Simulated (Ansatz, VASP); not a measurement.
**BAs in VASP and in Ansatz**

Contents of POSCAR:

```
BAs
1.0
    0.0000000000      2.2508802604      2.7010563125
    2.2508802604      0.0000000000      2.7010563125
    2.2508802604      2.2508802604      0.0000000000
B As
1 1
Direct
    0.0000000000      0.0000000000      0.0000000000
    0.7500000000      0.7500000000      0.7500000000
```

Contents of INCAR.step1:

```
PREC = Accurate
ENCUT = 520
ISMEAR = 0
SIGMA = 0.05
LREAL = False
LASPH = True
NELM = 80
NBANDS = 11
GGA = PE
ALGO = Normal
EDIFF = 1E-4
LWAVE = True
LCHARG = False
```

INCAR.step2

```
PREC = Accurate
ENCUT = 520
EDIFF = 1E-6
ISMEAR = 0
SIGMA = 0.05
LREAL = False
LASPH = True
NELM = 80
ALGO = Normal
ISIF = 2
LWAVE = False
LCHARG = False
METAGGA = R2SCAN
LMIXTAU = True
NBANDS = 11
ISTART = 1
```

Contents of KPOINTS:

```
regular mesh
0
Gamma
  12 12 12
```

Input for Ansatz:

```yaml
crystal:
  lattice:
    - [0.0, 2.2508802604, 2.7010563125]
    - [2.2508802604, 0.0, 2.7010563125]
    - [2.2508802604, 2.2508802604, 0.0]
  atoms:
    - { symbol: B, position: [0.0, 0.0, 0.0] }
    - { symbol: As, position: [0.75, 0.75, 0.75] }
basis:
  ecutwfc: 500
kpoints:
  mp_grid: { grid: [12, 12, 12] }
hamiltonian:
  xc: r2scan
scf:
  occupations: { method: gaussian, width: 0.05 }
output:
  forces: true
  stress: true
  eigenvalues: true
```

Alike in both runs: task single point; functional r2SCAN; k mesh 12 × 12 × 12; occupations gaussian, width 0.05 eV; no spin polarisation.

```csv
,VASP,Ansatz
version,VASP 6.6.1,Ansatz 0.2.0
potentials or method,"VASP PAW PBE potentials, release 64 (B, As), cutoff 520 eV","scalar-relativistic, plane waves, PAW"
valence electrons in the cell,8,18
```

Ansatz gave:

| Item | Value |
| --- | --- |
| gap on the k mesh at the Fermi level (eV) | none |
| pressure (GPa) | 0.3 |
| traceless stress, the component that is largest in VASP (GPa) | -33.70 |

Question: What did VASP give for the same quantities?

Answer: gap on the k mesh at the Fermi level (eV): none; pressure (GPa): 0.5; traceless stress, the component that is largest in VASP (GPa): -33.67.

VASP's potentials were made for PBE, not for r2SCAN. A gap of «none» marks a metal or a gap that the smearing closes. With one functional, cell and mesh, what is left measures potentials, basis and numerics. VASP's potentials hold 8 valence electrons a cell and Ansatz's 18, so a difference there can come from the potentials and not from the codes.
